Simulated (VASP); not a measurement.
Si, 2 atoms in the cell. The structure is tetragonal, space group I4_1/amd (No. 141). The conventional cell has a = 3.788 Å, b = 3.788 Å, c = 5.976 Å, α = 90.00°, β = 90.00°, γ = 90.00°. Within 3.2 Å of Si (site symmetry -4m2) lie 4 Si at 2.41 Å. 

* Program: VASP 6.6.1
* Task: single point
* Functional: PBE
* Potentials or basis: VASP PAW PBE potentials, release 64 (Si)
* Cutoff: 520 eV
* k mesh: 10 × 10 × 10
* Occupations: gaussian, width 0.05 eV
* Spin: no spin polarisation
* Dipole correction: no
* Further INCAR settings: ALGO = Normal; EDIFF = 1e-06; NBANDS = 11

Potentials or basis: VASP PAW PBE potentials, release 64 (Si).

The run is started by

```console
$ cat potpaw_PBE.64/Si/POTCAR > POTCAR
$ mpirun -np 1 vasp_std > vasp.out
```

Hardware: 1 thread of Intel Xeon 8259CL, with other jobs on the host.

Estimate the wall time of this run.

It took 58 s on 1 thread of Intel Xeon 8259CL, on a shared host, peak memory 0.18 GiB. Counts: scf iterations 11, k points 102.
